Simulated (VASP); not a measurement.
# BaTiO3 (Amm2) in VASP: notebook, part 2 of 2

VASP 6.6.1. The steps go on from the part before.

## 3. Single point, r2SCAN+U

POSCAR reads:

```
BaTiO3
1.0
    3.9262572815      0.0000000000      0.0000000000
    0.0000000000      2.7762983384      2.7762656432
    0.0000000000     -2.7762983384      2.7762656432
Ba Ti O
1 1 3
Direct
    0.0000000000     -0.0038752435     -0.0038752435
    0.5000000000      0.4962648504      0.4962648504
    0.5000000000      0.9957677299      0.4958713478
    0.5000000000      0.4958713478      0.9957677299
    0.0000000000      0.4958713154      0.4958713154
```

INCAR.step1 reads:

```
PREC     = Accurate       # precision mode
ENCUT    = 520            # plane-wave cutoff, eV
ISMEAR   = 0              # smearing method
SIGMA    = 0.02           # smearing width, eV
LREAL    = False          # projectors in reciprocal space
LASPH    = True           # aspherical terms in the spheres
NELM     = 150            # most SCF steps
LMAXMIX  = 4              # l up to which the mixer works
LDAU     = True           # DFT+U
LDAUTYPE = 2            
LDAUL    = -1 2 -1        # shell
LDAUU    = 0 4 0          # U, eV
LDAUJ    = 0 0 0        
NBANDS   = 28             # bands
GGA      = PE             # functional
ALGO     = Normal         # electronic algorithm
EDIFF    = 1E-4           # SCF threshold, eV
LWAVE    = True           # write WAVECAR
LCHARG   = False          # write CHGCAR
```

INCAR.step2 reads:

```
PREC     = Accurate       # precision mode
ENCUT    = 520            # plane-wave cutoff, eV
EDIFF    = 1E-7           # SCF threshold, eV
ISMEAR   = 0              # smearing method
SIGMA    = 0.02           # smearing width, eV
LREAL    = False          # projectors in reciprocal space
LASPH    = True           # aspherical terms in the spheres
NELM     = 150            # most SCF steps
ALGO     = Normal         # electronic algorithm
ISIF     = 2              # what is computed and relaxed
LWAVE    = False          # write WAVECAR
LCHARG   = False          # write CHGCAR
LMAXMIX  = 4              # l up to which the mixer works
LDAU     = True           # DFT+U
LDAUTYPE = 2            
LDAUL    = -1 2 -1        # shell
LDAUU    = 0 4 0          # U, eV
LDAUJ    = 0 0 0        
LDAUPRINT= 1            
METAGGA  = R2SCAN         # meta-GGA
LMIXTAU  = True         
NBANDS   = 28             # bands
ISTART   = 1
```

KPOINTS reads:

```
regular mesh
0
Gamma
  6 6 6
```

Potentials or basis: VASP PAW PBE potentials, release 64 (Ba_sv, Ti_sv, O).

On the command line:

```sh
> cat potpaw_PBE.64/Ba_sv/POTCAR potpaw_PBE.64/Ti_sv/POTCAR potpaw_PBE.64/O/POTCAR > POTCAR
> cp INCAR.step1 INCAR
> mpirun -np 1 vasp_std > vasp.out
> cp INCAR.step2 INCAR
> mpirun -np 1 vasp_std > vasp.out
```

OUTCAR:

```text
PREC = Accurate
   ENCUT = 520
   EDIFF = 1E-7
   ISMEAR = 0
   LREAL = False
   LASPH = True
   NELM = 150
   ISIF = 2
   METAGGA = R2SCAN
   ISTART = 1

 ion  position               nearest neighbor table
   1  0.000  0.996  0.996-   5 2.77   4 2.78   3 2.78   3 2.78   4 2.78   5 2.78   5 2.78   4 2.78
                             3 2.78   3 2.78   4 2.78   5 2.78   2 3.40   2 3.40   2 3.40   2 3.40
   2  0.500  0.496  0.496-   3 1.96   4 1.96   5 1.96   5 1.96   3 1.97   4 1.97   1 3.40   1 3.40
                             1 3.40   1 3.40   1 3.40   1 3.40   1 3.40   1 3.40
   3  0.500  0.996  0.496-   2 1.96   2 1.97   1 2.78   1 2.78   1 2.78   1 2.78
   4  0.500  0.496  0.996-   2 1.96   2 1.97   1 2.78   1 2.78   1 2.78   1 2.78
   5  0.000  0.496  0.496-   2 1.96   2 1.96   1 2.77   1 2.78   1 2.78   1 2.78

  LATTYP: Found a base centered orthorhombic cell.
 ALAT       =     5.5525312864
 B/A-ratio  =     1.0000117767
 C/A-ratio  =     0.7071112397

  Lattice vectors:

 A1 = (   0.0000000000,   2.7762983384,   2.7762656432)
 A2 = (   0.0000000000,  -2.7762983384,   2.7762656432)
 A3 = (   3.9262572815,   0.0000000000,   0.0000000000)

Analysis of symmetry for initial positions (statically):
=====================================================================
 Subroutine PRICEL returns:
 Original cell was already a primitive cell.

 Routine SETGRP: Setting up the symmetry group for a
 base centered orthorhombic supercell.

 Subroutine GETGRP returns: Found  4 space group operations
 (whereof  4 operations were pure point group operations)
 out of a pool of  8 trial point group operations.

The static configuration has the point symmetry C_2v.

Analysis of symmetry for dynamics (positions and initial velocities):
=====================================================================
 Subroutine PRICEL returns:
 Original cell was already a primitive cell.

 Routine SETGRP: Setting up the symmetry group for a
 base centered orthorhombic supercell.

 Subroutine GETGRP returns: Found  4 space group operations
 (whereof  4 operations were pure point group operations)
 out of a pool of  8 trial point group operations.

The dynamic configuration has the point symmetry C_2v.

 Subroutine INISYM returns: Found  4 space group operations
 (whereof  4 operations are pure point group operations),
 and found     1 'primitive' translations

----------------------------------------------------------------------------------------

                                     Primitive cell

  volume of cell :      60.5252

  direct lattice vectors                    reciprocal lattice vectors
     3.926257281  0.000000000  0.000000000     0.254695484  0.000000000  0.000000000
     0.000000000  2.776298338  2.776265643     0.000000000  0.180095919  0.180098040
     0.000000000 -2.776298338  2.776265643     0.000000000 -0.180095919  0.180098040

  length of vectors
[... 108 lines left out ...]
     AMIX_MAG =   1.60;   BMIX_MAG =  1.00
  volume/ion in A,a.u.               =      12.11        81.69
  Fermi-wavevector in a.u.,A,eV,Ry     =   1.425989  2.694729 27.666696  2.033445
  Thomas-Fermi vector in A             =   2.546314
   LORBIT       =      0    0 simple, 1 ext, 2 COOP (PROOUT), +10 PAW based schemes
 LDA+U is selected, type is set to LDAUTYPE =  2
   angular momentum for each species LDAUL =    -1    2   -1
   U (eV)           for each species LDAUU =   0.0  4.0  0.0
   J (eV)           for each species LDAUJ =   0.0  0.0  0.0
   METAGGA = R2SCAN    functional components
   LHFCALC =     F    Hartree Fock is set to
   AEXX    =    0.0000 exact exchange contribution
   IVDW    =     0    specifies the selected vdW correction
   LEPSILON=     F    determine dielectric tensor
   LRPA    =     F    only Hartree local field effects (RPA)
 non-spin polarized calculation
 Gauss-broadening in eV      SIGMA  =   0.02
  energy-cutoff  :      520.00
  volume of cell :       60.53
 maximum number of plane-waves:      1654
 NGX is ok and might be reduce to    30
   NGX = 15   NGY = 15   NGZ = 15

atom =   2  type =  2  l = 2

 onsite density matrix

spin component  1

  0.0980  0.0000  0.0000  0.0000  0.0000
  0.0000  0.2466  0.0000  0.0000  0.0000
  0.0000  0.0000  0.1352  0.0000 -0.0643
  0.0000  0.0000  0.0000  0.0980  0.0000
  0.0000  0.0000 -0.0643  0.0000  0.2095

spin component  2

  0.0980  0.0000  0.0000  0.0000  0.0000
  0.0000  0.2466  0.0000  0.0000  0.0000
  0.0000  0.0000  0.1352  0.0000 -0.0643
  0.0000  0.0000  0.0000  0.0980  0.0000
  0.0000  0.0000 -0.0643  0.0000  0.2095

 occupancies and eigenvectors

  o =  0.0980  v =  0.0000  0.0000  0.0000  1.0000  0.0000  0.0000  0.0000  0.0000  0.0000  0.0000      0.0000  0.0000  0.0000  0.0000  0.0000  0.0000  0.0000  0.0000  0.0000  0.0000
  o =  0.0980  v =  0.0000  0.0000  0.0000  0.0000  0.0000  0.0000  0.0000  0.0000  1.0000  0.0000      0.0000  0.0000  0.0000  0.0000  0.0000  0.0000  0.0000  0.0000  0.0000  0.0000
  o =  0.0980  v =  1.0000  0.0000  0.0000  0.0000  0.0000  0.0000  0.0000  0.0000  0.0000  0.0000      0.0000  0.0000  0.0000  0.0000  0.0000  0.0000  0.0000  0.0000  0.0000  0.0000
  o =  0.0980  v =  0.0000  0.0000  0.0000  0.0000  0.0000  1.0000  0.0000  0.0000  0.0000  0.0000      0.0000  0.0000  0.0000  0.0000  0.0000  0.0000  0.0000  0.0000  0.0000  0.0000
  o =  0.0981  v =  0.0000  0.0000 -0.8660  0.0000 -0.5000  0.0000  0.0000  0.0000  0.0000  0.0000      0.0000  0.0000  0.0000  0.0000  0.0000  0.0000  0.0000  0.0000  0.0000  0.0000
  o =  0.0981  v =  0.0000  0.0000  0.0000  0.0000  0.0000  0.0000  0.0000 -0.8660  0.0000 -0.5000      0.0000  0.0000  0.0000  0.0000  0.0000  0.0000  0.0000  0.0000  0.0000  0.0000
  o =  0.2466  v =  0.0000  0.0000  0.0000  0.0000  0.0000  0.0000  1.0000  0.0000  0.0000  0.0000      0.0000  0.0000  0.0000  0.0000  0.0000  0.0000  0.0000  0.0000  0.0000  0.0000
  o =  0.2466  v =  0.0000  1.0000  0.0000  0.0000  0.0000  0.0000  0.0000  0.0000  0.0000  0.0000      0.0000  0.0000  0.0000  0.0000  0.0000  0.0000  0.0000  0.0000  0.0000  0.0000
  o =  0.2466  v =  0.0000  0.0000 -0.5000  0.0000  0.8660  0.0000  0.0000  0.0000  0.0000  0.0000      0.0000  0.0000  0.0000  0.0000  0.0000  0.0000  0.0000  0.0000  0.0000  0.0000
  o =  0.2466  v =  0.0000  0.0000  0.0000  0.0000  0.0000  0.0000  0.0000 -0.5000  0.0000  0.8660      0.0000  0.0000  0.0000  0.0000  0.0000  0.0000  0.0000  0.0000  0.0000  0.0000

 number of electron      40.0000000 magnetization

 Free energy of the ion-electron system (eV)
  ---------------------------------------------------
  ext. energy  EPLUGINS =         0.00000000
  ---------------------------------------------------
  free energy    TOTEN  =       -71.42858362 eV

  energy without entropy =      -71.42858362  energy(sigma->0) =      -71.42858362

 E-fermi :   4.2689     XC(G=0): -12.2554

 val. band max:        4.1232492253   @ k =   0.5000   0.5000   0.5000
 cond. band min:       6.9444537092   @ k =   0.0000   0.0000   0.0000
 fundamental gap:      2.8212044839
 Fermi energy:         4.2688698676

 k-point     1 :       0.0000    0.0000    0.0000
  band No.  band energies     occupation
      1     -55.5062      2.00000
      2     -30.6508      2.00000
      3     -30.6499      2.00000
      4     -30.6499      2.00000
      5     -21.2356      2.00000
      6     -13.9127      2.00000
[... 733 lines left out ...]
     27      13.2529      0.00000
     28      13.7800      0.00000

 [... further k-points ...]

------------------------ aborting loop because EDIFF is reached ----------------------------------------

  FORCE on cell =-STRESS in cart. coord.  units (eV):
  Direction    XX          YY          ZZ          XY          YZ          ZX
  --------------------------------------------------------------------------------------
  -------------------------------------------------------------------------------------
  Total        6.3249232      6.3335513      6.3345655      0.0000000      0.0000000      0.0000000
  in kB      167.4287121    167.6571077    167.6839570      0.0000000      0.0000000      0.0000000
  external PRESSURE =     167.5899256 kB  Pullay stress =       0.0000000 kB

 VOLUME and BASIS-vectors are now :
 -----------------------------------------------------------------------------
  energy-cutoff  :      520.00
  volume of cell :       60.53
      direct lattice vectors                 reciprocal lattice vectors
     3.926257281  0.000000000  0.000000000     0.254695484  0.000000000  0.000000000
     0.000000000  2.776298338  2.776265643     0.000000000  0.180095919  0.180098040
     0.000000000 -2.776298338  2.776265643     0.000000000 -0.180095919  0.180098040

 POSITION                                       TOTAL-FORCE (eV/Angst)
 -----------------------------------------------------------------------------------
      0.00000      0.00000      5.53101         0.000000     -0.000000     -0.005395
      1.96313      0.00000      2.75553         0.000000     -0.000000     -0.012688
      1.96313      1.38786      4.14119         0.000000      0.010802      0.010236
      1.96313     -1.38786      4.14119         0.000000     -0.010802      0.010236
      0.00000      0.00000      2.75334         0.000000     -0.000000     -0.002389
 -----------------------------------------------------------------------------------
    total drift:                                0.000000      0.000003      0.016761

  FREE ENERGIE OF THE ION-ELECTRON SYSTEM (eV)
  ---------------------------------------------------
  free  energy   TOTEN  =       -71.4285836189 eV

  energy  without entropy=      -71.4285836189  energy(sigma->0) =      -71.42858362
```

Wall time 5.5 min (1 thread of Intel Xeon Platinum 8488C (Sapphire Rapids), shared host); peak memory 0.23 GiB.

What came out:

* Free energy: -71.4286 eV
* Pressure: 16.8 GPa
* Largest force: 0.015 eV/Å
* Band gap on the k mesh: 2.82 eV (least direct gap 2.96 eV)

Forces on the atoms (eV/Å):
```
Ba   0.000  0.000 -0.005
Ti   0.000  0.000 -0.013
O    0.000  0.011  0.010
O    0.000 -0.011  0.010
O    0.000  0.000 -0.002
```

Eigenvalues of the final occupation matrices:
```
    site  spin  trace               eigenvalues
site 2 d     1   0.79  0.10 0.10 0.10 0.25 0.25
site 2 d     2   0.79  0.10 0.10 0.10 0.25 0.25
```

Caveat: the cell stands under pressure; the PAW data sets were made with another functional, which shifts forces and pressure a little; spin-orbit coupling is left out, which moves the levels of the heavy elements.

## 4. Single point, r2SCAN+U

This run uses another cell than the first one, of 12.57 Å³/atom.

POSCAR reads:

```
BaTiO3
1.0
    3.9756520765      0.0000000000      0.0000000000
    0.0000000000      2.8112047518      2.8111835836
    0.0000000000     -2.8112047518      2.8111835836
Ba Ti O
1 1 3
Direct
    0.0000000000     -0.0039161374     -0.0039161374
    0.5000000000      0.4962921557      0.4962921557
    0.5000000000      0.9957616753      0.4958812151
    0.5000000000      0.4958812151      0.9957616753
    0.0000000000      0.4958810913      0.4958810913
```

INCAR.step1 reads:

```
SYSTEM = BaTiO3
PREC = Accurate
ENCUT = 520
ISMEAR = 0
SIGMA = 0.02
LREAL = .False.
LASPH = .True.
NELM = 150
LMAXMIX = 4
LDAU = .True.
LDAUTYPE = 2
LDAUL = -1 2 -1
LDAUU = 0 4 0
LDAUJ = 0 0 0
NBANDS = 28
GGA = PE
ALGO = Normal
EDIFF = 1E-4
LWAVE = .True.
LCHARG = .False.
```

INCAR.step2 reads:

```
SYSTEM = BaTiO3
PREC = Accurate
ENCUT = 520
EDIFF = 1E-7
ISMEAR = 0
SIGMA = 0.02
LREAL = .False.
LASPH = .True.
NELM = 150
ALGO = Normal
ISIF = 2
LWAVE = .False.
LCHARG = .True.
LMAXMIX = 4
LDAU = .True.
LDAUTYPE = 2
LDAUL = -1 2 -1
LDAUU = 0 4 0
LDAUJ = 0 0 0
LDAUPRINT = 1
METAGGA = R2SCAN
LMIXTAU = .True.
LELF = .True.
LVHAR = .True.
NBANDS = 28
ISTART = 1
```

KPOINTS reads:

```
regular mesh
0
Gamma
  6 6 6
  0 0 0
```

On the command line:

```sh
> cat potpaw_PBE.64/Ba_sv/POTCAR potpaw_PBE.64/Ti_sv/POTCAR potpaw_PBE.64/O/POTCAR > POTCAR
> cp INCAR.step1 INCAR
> mpirun -np 1 vasp_std > vasp.out
> cp INCAR.step2 INCAR
> mpirun -np 1 vasp_std > vasp.out
```

Run time: 4.6 min. Hardware: 1 thread of Intel Xeon Platinum 8488C (Sapphire Rapids), shared host; peak memory 0.23 GiB.

Results (log left out):

```
Free energy            : -71.6095 eV
Pressure               : 8.2 GPa
Largest force          : 0.015 eV/Å
Band gap on the k mesh : 2.72 eV (least direct gap 2.90 eV)
```

Forces on the atoms (eV/Å):
```
Ba   0.000  0.000  0.001
Ti   0.000  0.000 -0.015
O    0.000  0.005  0.007
O    0.000 -0.005  0.007
O    0.000  0.000  0.000
```

Levels at points of the mesh, in eV from the valence-band top:
```tsv
k point	band 18	band 19	band 20	band 21	band 22	band 23
(0.00, 0.00, 0.00)	-0.18	-0.18	-0.18	2.72	2.72	2.72
(0.50, 0.00, 0.00)	-1.76	-0.82	-0.82	2.91	4.39	4.47
(0.00, 0.50, 0.00)	-1.76	-0.82	-0.82	2.91	4.39	4.47
(0.50, 0.50, 0.00)	-0.89	-0.89	-0.09	4.48	4.48	4.95
(0.00, 0.50, 0.50)	-0.89	-0.89	-0.09	4.48	4.48	4.95
(0.50, 0.50, 0.50)	0.00	0.00	0.00	5.19	5.19	5.19
```

Eigenvalues of the final occupation matrices:
```
    site  spin  trace               eigenvalues
site 2 d     1   0.76  0.10 0.10 0.10 0.24 0.24
site 2 d     2   0.76  0.10 0.10 0.10 0.24 0.24
```

Caveat: the cell stands under pressure; the PAW data sets were made with another functional, which shifts forces and pressure a little; spin-orbit coupling is left out, which moves the levels of the heavy elements. A k mesh can miss the band edges.
